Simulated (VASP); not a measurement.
Write the native input for VASP 6.6.1 that does the following.

| Property | Result |
| --- | --- |
| Task | single point |
| Functional | PBEsol |
| Potentials or basis | VASP PAW PBE potentials, release 64 (K_sv, Mg, F) |
| Cutoff | 600 eV |
| k mesh | 6 × 6 × 6 |
| Occupations | gaussian, width 0.02 eV |
| Spin | no spin polarisation |
| Dipole correction | no |
| Further INCAR settings | ALGO = Normal; EDIFF = 1e-06; NBANDS = 24 |

The structure of KMgF3 lies in POSCAR:

```
KMgF3
1.0
    4.1109913916      0.0000000000      0.0000000000
    0.0000000000      3.9613193749      0.0000000000
    0.0000000000      0.0000000000      3.9613193749
K Mg F
1 1 3
Direct
    0.5000000000      0.5000000000      0.5000000000
    0.0000000000      0.0000000000      0.0000000000
    0.0000000000      0.5000000000      0.0000000000
    0.0000000000      0.0000000000      0.5000000000
    0.5000000000      0.0000000000      0.0000000000
```

This cell differs from its parent crystal: uniaxial strain along a: +3.0 %.

These files were run (other wordings do the same):

INCAR

```
PREC     = Accurate       # precision mode
ENCUT    = 600            # plane-wave cutoff, eV
EDIFF    = 1E-6           # SCF threshold, eV
ISMEAR   = 0              # smearing method
SIGMA    = 0.02           # smearing width, eV
LREAL    = False          # projectors in reciprocal space
LASPH    = True           # aspherical terms in the spheres
NELM     = 120            # most SCF steps
ALGO     = Normal         # electronic algorithm
ISIF     = 2              # what is computed and relaxed
LWAVE    = False          # write WAVECAR
LCHARG   = True           # write CHGCAR
GGA      = PS             # functional
LELF     = True           # ELF
LVHAR    = True         
NBANDS   = 24             # bands
GGA_COMPAT= False
```

KPOINTS

```
Automatic mesh
0
Gamma
  6 6 6
```

Potentials or basis: VASP PAW PBE potentials, release 64 (K_sv, Mg, F).

Command:

```console
$ cat potpaw_PBE.64/K_sv/POTCAR potpaw_PBE.64/Mg/POTCAR potpaw_PBE.64/F/POTCAR > POTCAR
$ mpirun -np 1 vasp_std > vasp.out
```

Results of the run:

```
Pressure               : -1.3 GPa
Band gap on the k mesh : 6.97 eV, indirect (least direct gap 7.31 eV)
```

Caveat: the cell differs from its parent crystal (uniaxial strain along a: +3.0 %); the PAW data sets were made with another functional, which shifts forces and pressure a little.

It took 41 s on 1 thread of Intel(R) Xeon(R) Platinum 8488C (Sapphire Rapids), on a shared host, peak memory 0.23 GiB.
